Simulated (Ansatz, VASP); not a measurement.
Ge in VASP and in Ansatz

File INCAR:

```
SYSTEM = Ge
PREC     = Accurate       ! precision mode
ENCUT    = 600            ! plane-wave cutoff, eV
EDIFF    = 1E-7           ! SCF threshold, eV
ISMEAR   = 0              ! smearing method
SIGMA    = 0.1            ! smearing width, eV
LREAL    = .False.        ! projectors in reciprocal space
LASPH    = .True.         ! aspherical terms in the spheres
NELM     = 80             ! most SCF steps
ALGO     = Normal         ! electronic algorithm
ISIF     = 3              ! what is computed and relaxed
LWAVE    = .False.        ! write WAVECAR
LCHARG   = .False.        ! write CHGCAR
GGA      = PE             ! functional
IBRION   = 2              ! ionic algorithm
NSW      = 90             ! ionic steps
EDIFFG   = -0.04          ! ionic threshold
```

Contents of KPOINTS:

```
regular mesh
0
Gamma
  6 6 4
  0 0 0
```

The input POSCAR:

```
Ge
1.0
    1.9317783600     -4.6106867500      0.0000000000
    1.9317783600      4.6106867500      0.0000000000
    0.0000000000      0.0000000000      5.4566727200
Ge
4
Direct
    0.5000000000      0.5000000000      0.7895990000
    0.5000000000      0.5000000000      0.2104010000
    0.3173019000      0.6826981000      0.5000000000
    0.6826981000      0.3173019000      0.5000000000
```

Input for Ansatz:

```yaml
crystal:
  lattice:
    - [1.93177836, -4.61068675, 0.0]
    - [1.93177836, 4.61068675, 0.0]
    - [0.0, 0.0, 5.45667272]
  atoms:
    - { symbol: Ge, position: [0.5, 0.5, 0.789599] }
    - { symbol: Ge, position: [0.5, 0.5, 0.210401] }
    - { symbol: Ge, position: [0.3173019, 0.6826981, 0.5] }
    - { symbol: Ge, position: [0.6826981, 0.3173019, 0.5] }
basis:
  ecutwfc: 420
kpoints:
  mp_grid: { grid: [6, 6, 4] }
hamiltonian:
  xc: pbe
scf:
  occupations: { method: gaussian, width: 0.1 }
  lower_state_search: "off"
output:
  forces: true
  stress: true
  eigenvalues: true
relax:
  adjacent_minimum: "off"
  f_tol: 0.04
  max_steps: 70
  cell: { stress_tol: 0.4 }
```

Alike in both runs: task relaxation of cell and atoms; functional PBE; k mesh 6 × 6 × 4; occupations gaussian, width 0.1 eV; no spin polarisation.

|  | VASP | Ansatz |
| --- | --- | --- |
| version | VASP 6.6.1 | Ansatz 0.2.0 |
| potentials or method | VASP PAW PBE potentials, release 64 (Ge_d), cutoff 600 eV | scalar-relativistic, plane waves, PAW |
| valence electrons in the cell | 56 | 56 |

VASP gave:

| Quantity | Value |
| --- | --- |
| gap on the k mesh at the Fermi level, each at its own relaxed structure (eV) | none |
| relaxed volume (Å³/atom) | 29.25 |
| relaxed length of the cell vector where the two differ most in proportion (Å) | 5.696 |

**Question.** What did Ansatz give for the same quantities?

**Answer.** gap on the k mesh at the Fermi level, each at its own relaxed structure (eV): none; relaxed volume (Å³/atom): 29.20; relaxed length of the cell vector where the two differ most in proportion (Å): 5.713.

A gap of «none» marks a metal or a gap that the smearing closes.

Noted on VASP's run: the volume moved by over 15 % at a fixed basis, so the end points are rough.
